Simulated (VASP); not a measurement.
# C (P6_3/mmc) in VASP: a series of runs

C is run at these levels: r2SCAN; tasks: single point.

The COD entry that gives the cell may itself be a prediction, so a difference from it is no test against experiment.

Program: VASP 6.6.1. These are calculated values, not measurements. Logs are shortened: lines on timing, memory, paths and dates and some standing lists are left out, and cuts for length are marked.

### Step 1. The cell of the first run

It takes space group P6_3/mmc (No. 194, hexagonal). The conventional cell has a = 2.510 Å, b = 2.510 Å, c = 8.694 Å, α = 90.00°, β = 90.00°, γ = 120.00°. Within 2.1 Å of C (site symmetry 3m) lie 4 C at 1.55 to 1.62 Å. Within 2.1 Å of C (site symmetry 3m) lie 4 C at 1.55 to 1.64 Å.

### Step 2. Single point, r2SCAN (strain +0.000 along x and y, +0.050 along z)

POSCAR reads:

```
C
1.0
    2.5098396852      0.0000000000      0.0000000000
   -1.2549198426      2.1735849268      0.0000000000
    0.0000000000      0.0000000000      8.6943408560
C
8
Direct
    0.0000000000      0.0000000000      0.0929334757
    0.0000000000      0.0000000000      0.5929334757
    0.0000000000      0.0000000000      0.4070665243
    0.0000000000      0.0000000000      0.9070665243
    0.3333333333      0.6666666667      0.1554962089
    0.6666666667      0.3333333333      0.6554962089
    0.3333333333      0.6666666667      0.3445037911
    0.6666666667      0.3333333333      0.8445037911
```

INCAR.step1 reads:

```
  ALGO = Normal
  EDIFF = 1E-4
  ENCUT = 520
  GGA = PE
  ISMEAR = 0
  LASPH = True
  LCHARG = False
  LREAL = False
  LWAVE = True
  NBANDS = 26
  NELM = 100
  PREC = Accurate
  SIGMA = 0.05
```

INCAR.step2 reads:

```
  ALGO = Normal
  EDIFF = 1E-6
  ENCUT = 520
  ISIF = 2
  ISMEAR = 0
  ISTART = 1
  LASPH = True
  LCHARG = False
  LMIXTAU = True
  LREAL = False
  LWAVE = False
  METAGGA = R2SCAN
  NBANDS = 26
  NELM = 100
  PREC = Accurate
  SIGMA = 0.05
```

KPOINTS reads:

```
k-points
0
Gamma
  12 12 4
```

Potentials or basis: VASP PAW PBE potentials, release 64 (C).

Started as:

```sh
cat potpaw_PBE.64/C/POTCAR > POTCAR
cp INCAR.step1 INCAR
mpirun -np 1 vasp_std > vasp.out
cp INCAR.step2 INCAR
mpirun -np 1 vasp_std > vasp.out
```

OUTCAR:

```text
EDIFF = 1E-6
   ENCUT = 520
   ISIF = 2
   ISMEAR = 0
   ISTART = 1
   LASPH = True
   LREAL = False
   METAGGA = R2SCAN
   NELM = 100
   PREC = Accurate

 ion  position               nearest neighbor table
   1  0.000  0.000  0.093-   5 1.55   5 1.55   5 1.55   4 1.62
   2  0.000  0.000  0.593-   6 1.55   6 1.55   6 1.55   3 1.62
   3  0.000  0.000  0.407-   7 1.55   7 1.55   7 1.55   2 1.62
   4  0.000  0.000  0.907-   8 1.55   8 1.55   8 1.55   1 1.62
   5  0.333  0.667  0.155-   1 1.55   1 1.55   1 1.55   7 1.64
   6  0.667  0.333  0.655-   2 1.55   2 1.55   2 1.55   8 1.64
   7  0.333  0.667  0.345-   3 1.55   3 1.55   3 1.55   5 1.64
   8  0.667  0.333  0.845-   4 1.55   4 1.55   4 1.55   6 1.64

  LATTYP: Found a hexagonal cell.
 ALAT       =     2.5098396852
 C/A-ratio  =     3.4641020728

  Lattice vectors:

 A1 = (   2.5098396852,   0.0000000000,   0.0000000000)
 A2 = (  -1.2549198426,   2.1735849268,   0.0000000000)
 A3 = (   0.0000000000,   0.0000000000,   8.6943408560)

Analysis of symmetry for initial positions (statically):
=====================================================================
 Subroutine PRICEL returns:
 Original cell was already a primitive cell.

 Routine SETGRP: Setting up the symmetry group for a
 hexagonal supercell.

 Subroutine GETGRP returns: Found 24 space group operations
 (whereof 12 operations were pure point group operations)
 out of a pool of 24 trial point group operations.

The static configuration has the point symmetry D_3d.
 The point group associated with its full space group is D_6h.

Analysis of symmetry for dynamics (positions and initial velocities):
=====================================================================
 Subroutine PRICEL returns:
 Original cell was already a primitive cell.

 Routine SETGRP: Setting up the symmetry group for a
 hexagonal supercell.

 Subroutine GETGRP returns: Found 24 space group operations
 (whereof 12 operations were pure point group operations)
 out of a pool of 24 trial point group operations.

The dynamic configuration has the point symmetry D_3d.
 The point group associated with its full space group is D_6h.

 Subroutine INISYM returns: Found 24 space group operations
 (whereof 12 operations are pure point group operations),
 and found     1 'primitive' translations

----------------------------------------------------------------------------------------

                                     Primitive cell

  volume of cell :      47.4307

  direct lattice vectors                    reciprocal lattice vectors
     2.509839685  0.000000000  0.000000000     0.398431823  0.230034720  0.000000000
    -1.254919843  2.173584927  0.000000000     0.000000000  0.460069440  0.000000000
     0.000000000  0.000000000  8.694340856     0.000000000  0.000000000  0.115017345

  length of vectors
     2.509839685  2.509839685  8.694340856     0.460069440  0.460069440  0.115017345

  position of ions in fractional coordinates (direct lattice)
     0.000000000  0.000000000  0.092933476
     0.000000000  0.000000000  0.592933476
     0.000000000  0.000000000  0.407066524
     0.000000000  0.000000000  0.907066524
     0.333333333  0.666666667  0.155496209
     0.666666667  0.333333333  0.655496209
     0.333333333  0.666666667  0.344503791
     0.666666667  0.333333333  0.844503791

  ion indices of the primitive-cell ions
   primitive index   ion index
                 1           1
                 2           2
                 3           3
                 4           4
                 5           5
                 6           6
                 7           7
                 8           8

----------------------------------------------------------------------------------------

 KPOINTS: k-points

Automatic generation of k-mesh.
 Grid dimensions read from file:
 generate k-points for:   12   12    4

 Generating k-lattice:

  Cartesian coordinates                     Fractional coordinates (reciprocal lattice)
     0.033202652  0.019169560  0.000000000     0.083333333  0.000000000  0.000000000
     0.000000000  0.038339120  0.000000000     0.000000000  0.083333333  0.000000000
     0.000000000  0.000000000  0.028754336     0.000000000  0.000000000  0.250000000

  Length of vectors
     0.038339120  0.038339120  0.028754336

  Shift w.r.t. Gamma in fractional coordinates (k-lattice)
     0.000000000  0.000000000  0.000000000

 Subroutine IBZKPT returns following result:
 ===========================================

 Found     57 irreducible k-points:

 Following reciprocal coordinates:
            Coordinates               Weight
  0.000000  0.000000  0.000000      1.000000
  0.083333 -0.000000  0.000000      6.000000
  0.166667 -0.000000  0.000000      6.000000
  0.250000 -0.000000  0.000000      6.000000
  0.333333 -0.000000  0.000000      6.000000
  0.416667 -0.000000  0.000000      6.000000
[... 16 lines left out ...]
  0.250000 -0.000000  0.250000     12.000000
  0.333333 -0.000000  0.250000     12.000000
 [... further k-points ...]
   k-points           NKPTS =     57   k-points in BZ     NKDIM =     57   number of bands    NBANDS=     26
   number of dos      NEDOS =    301   number of ions     NIONS =      8
   total plane-waves  NPLWV =  28000
   dimension x,y,z NGX =    20 NGY =   20 NGZ =   70
   dimension x,y,z NGXF=    40 NGYF=   40 NGZF=  140
   ions per type =               8
   NGX,Y,Z   is equivalent  to a cutoff of  13.25, 13.25, 13.38 a.u.
   NGXF,Y,Z  is equivalent  to a cutoff of  26.50, 26.50, 26.77 a.u.
 SYSTEM =  unknown system
   PREC   = accura    normal or accurate (medium, high low for compatibility)
   ISTART =      1    job   : 0-new  1-cont  2-samecut
   ICHARG =      0    charge: 1-file 2-atom 10-const
   ISPIN  =      1    spin polarized calculation?
   LNONCOLLINEAR =      F non collinear calculations
   LSORBIT =      F    spin-orbit coupling
   LASPH  =      T    aspherical Exc in radial PAW
   ENCUT  =  520.0 eV  38.22 Ry    6.18 a.u.   4.67  4.67 16.17*2*pi/ulx,y,z
   NELM   =    100;   NELMIN=  2; NELMDL=  0     # of ELM steps
   EDIFF  = 0.1E-05   stopping-criterion for ELM
   LREAL  =      F    real-space projection
   EDIFFG = 0.1E-04   stopping-criterion for IOM
   NSW    =      0    number of steps for IOM
   IBRION =     -1    ionic relax: 0-MD 1-quasi-New 2-CG
   NFREE  =      0    steps in history (QN), initial steepest desc. (CG)
   ISIF   =      2    stress and relaxation
   ISYM   =      2    0-nonsym 1-usesym 2-fastsym
   POTIM  = 0.5000    time-step for ionic-motion
   TEBEG  =    0.0;   TEEND  =   0.0 temperature during run
   PSTRESS=    0.0 pullay stress
   NELECT =      32.0000    total number of electrons
   NUPDOWN=      -1.0000    fix difference up-down
   EMIN   =  10.00;   EMAX   =-10.00  energy-range for DOS
   EFERMI =   0.00;   METHOD = LEGACY
   ISMEAR =     0;   SIGMA  =   0.05  broadening in eV -4-tet -1-fermi 0-gaus
   EFERMI_NEDOS =   21; number of points for ismear=-14 and -15
   IALGO  =     38    algorithm
   IMIX   =      4    mixing-type and parameters
     AMIX     =   0.40;   BMIX     =  1.00
     AMIX_MAG =   1.60;   BMIX_MAG =  1.00
  volume/ion in A,a.u.               =       5.93        40.01
  Fermi-wavevector in a.u.,A,eV,Ry     =   1.435837  2.713338 28.050141  2.061627
  Thomas-Fermi vector in A             =   2.555091
   LORBIT       =      0    0 simple, 1 ext, 2 COOP (PROOUT), +10 PAW based schemes
   METAGGA = R2SCAN    functional components
   LHFCALC =     F    Hartree Fock is set to
   AEXX    =    0.0000 exact exchange contribution
   IVDW    =     0    specifies the selected vdW correction
   LEPSILON=     F    determine dielectric tensor
   LRPA    =     F    only Hartree local field effects (RPA)
 non-spin polarized calculation
 Gauss-broadening in eV      SIGMA  =   0.05
  energy-cutoff  :      520.00
  volume of cell :       47.43
 maximum number of plane-waves:      1305
 NGX is ok and might be reduce to    20
   NGX =  9   NGY =  9   NGZ = 33

 number of electron      32.0000001 magnetization

 Free energy of the ion-electron system (eV)
  ---------------------------------------------------
  ext. energy  EPLUGINS =         0.00000000
  ---------------------------------------------------
  free energy    TOTEN  =       -78.15726501 eV

  energy without entropy =      -78.15726501  energy(sigma->0) =      -78.15726501

 E-fermi :   9.4403     XC(G=0): -14.0142

 val. band max:        9.2007834080   @ k =   0.0000   0.0000   0.0000
 cond. band min:      13.5327278280   @ k =   0.0000   0.0000   0.0000
 fundamental gap:      4.3319444200
 Fermi energy:         9.4402525746

 k-point     1 :       0.0000    0.0000    0.0000
  band No.  band energies     occupation
      1     -13.0408      2.00000
      2     -11.5185      2.00000
      3     -11.4004      2.00000
      4      -8.1302      2.00000
      5      -4.4031      2.00000
      6       1.6504      2.00000
[... 18 lines left out ...]
     25      17.9294      0.00000
     26      18.5623      0.00000

 k-point     2 :       0.0833   -0.0000    0.0000
  band No.  band energies     occupation
      1     -12.8603      2.00000
      2     -11.3407      2.00000
      3     -11.2234      2.00000
      4      -7.9651      2.00000
      5      -4.2361      2.00000
      6       1.7608      2.00000
[... 18 lines left out ...]
     25      18.3372      0.00000
     26      18.8440      0.00000

 k-point     3 :       0.1667   -0.0000    0.0000
  band No.  band energies     occupation
      1     -12.3209      2.00000
      2     -10.8094      2.00000
      3     -10.6945      2.00000
      4      -7.4721      2.00000
      5      -3.7486      2.00000
      6       2.0392      2.00000
[... 572 lines left out ...]
 k-point    23 :       0.2500   -0.0000    0.2500
  band No.  band energies     occupation
      1     -11.3312      2.00000
      2     -10.5503      2.00000
      3      -9.0406      2.00000
      4      -7.1424      2.00000
      5      -2.3758      2.00000
      6       0.5352      2.00000
[... 18 lines left out ...]
     25      19.6866      0.00000
     26      21.2787      0.00000

 k-point    24 :       0.3333   -0.0000    0.2500
  band No.  band energies     occupation
      1     -10.1076      2.00000
      2      -9.3404      2.00000
      3      -7.8649      2.00000
      4      -6.0213      2.00000
      5      -2.1365      2.00000
      6      -1.0825      2.00000
[... 18 lines left out ...]
     25      20.1812      0.00000
     26      20.8266      0.00000

 [... further k-points ...]

------------------------ aborting loop because EDIFF is reached ----------------------------------------

  FORCE on cell =-STRESS in cart. coord.  units (eV):
  Direction    XX          YY          ZZ          XY          YZ          ZX
  --------------------------------------------------------------------------------------
  -------------------------------------------------------------------------------------
  Total       -0.0729590     -0.0729590    -15.8024882      0.0000000     -0.0000000      0.0000000
  in kB       -2.4645075     -2.4645075   -533.7978241      0.0000000     -0.0000000      0.0000000
  external PRESSURE =    -179.5756130 kB  Pullay stress =       0.0000000 kB

 VOLUME and BASIS-vectors are now :
 -----------------------------------------------------------------------------
  energy-cutoff  :      520.00
  volume of cell :       47.43
      direct lattice vectors                 reciprocal lattice vectors
     2.509839685  0.000000000  0.000000000     0.398431823  0.230034720  0.000000000
    -1.254919843  2.173584927  0.000000000     0.000000000  0.460069440  0.000000000
     0.000000000  0.000000000  8.694340856     0.000000000  0.000000000  0.115017345

 POSITION                                       TOTAL-FORCE (eV/Angst)
 -----------------------------------------------------------------------------------
      0.00000      0.00000      0.80800        -0.000000      0.000000      0.223891
      0.00000      0.00000      5.15517        -0.000000     -0.000000      0.223891
      0.00000      0.00000      3.53918        -0.000000      0.000000     -0.223891
      0.00000      0.00000      7.88635         0.000000     -0.000000     -0.223891
     -0.00000      1.44906      1.35194         0.000000     -0.000000     -0.192499
      1.25492      0.72453      5.69911         0.000000      0.000000     -0.192499
     -0.00000      1.44906      2.99523         0.000000      0.000000      0.192499
      1.25492      0.72453      7.34240         0.000000      0.000000      0.192499
 -----------------------------------------------------------------------------------
    total drift:                               -0.000000      0.000000      0.000000

  FREE ENERGIE OF THE ION-ELECTRON SYSTEM (eV)
  ---------------------------------------------------
  free  energy   TOTEN  =       -78.1572650123 eV

  energy  without entropy=      -78.1572650123  energy(sigma->0) =      -78.15726501
```

Wall time 5.5 min (1 thread of AMD EPYC 7R13 (Zen 3), shared host); peak memory 0.16 GiB.

Results:

```yaml
Free_energy: -78.1573 eV
Pressure: -18.0 GPa
Largest_force: 0.224 eV/Å
Band_gap_on_the_k_mesh: 4.33 eV, direct
```

Forces on the atoms (eV/Å):
```
C    0.000  0.000  0.224
C    0.000  0.000  0.224
C    0.000  0.000 -0.224
C    0.000  0.000 -0.224
C    0.000  0.000 -0.192
C    0.000  0.000 -0.192
C    0.000  0.000  0.192
C    0.000  0.000  0.192
```

Stress tensor (GPa, compression positive):
```
 -0.25   0.00   0.00
  0.00  -0.25   0.00
  0.00   0.00 -53.38
```

Levels at points of the mesh, in eV from the valence-band top:
| k point | band 12 | band 13 | band 14 | band 15 | band 16 | band 17 | band 18 | band 19 | band 20 | band 21 |
| --- | --- | --- | --- | --- | --- | --- | --- | --- | --- | --- |
| (0.00, 0.00, 0.00) | -1.47 | -1.47 | -0.28 | 0.00 | 0.00 | 4.33 | 5.97 | 5.97 | 7.63 | 7.63 |
| (0.50, 0.00, 0.00) | -5.00 | -4.95 | -4.86 | -3.78 | -3.22 | 5.00 | 5.40 | 5.82 | 6.60 | 6.61 |
| (0.00, 0.00, 0.50) | -2.26 | -0.53 | -0.53 | -0.53 | -0.53 | 6.49 | 6.49 | 6.63 | 6.63 | 6.63 |
| (0.50, 0.00, 0.50) | -5.80 | -4.80 | -4.80 | -3.79 | -3.79 | 5.67 | 5.67 | 6.55 | 6.55 | 7.63 |

Caveat: the cell differs from its parent crystal (strain +0.000 along x and y, +0.050 along z); the PAW data sets were made with another functional, which shifts forces and pressure a little.

(Part 1 of 2 ends here.)
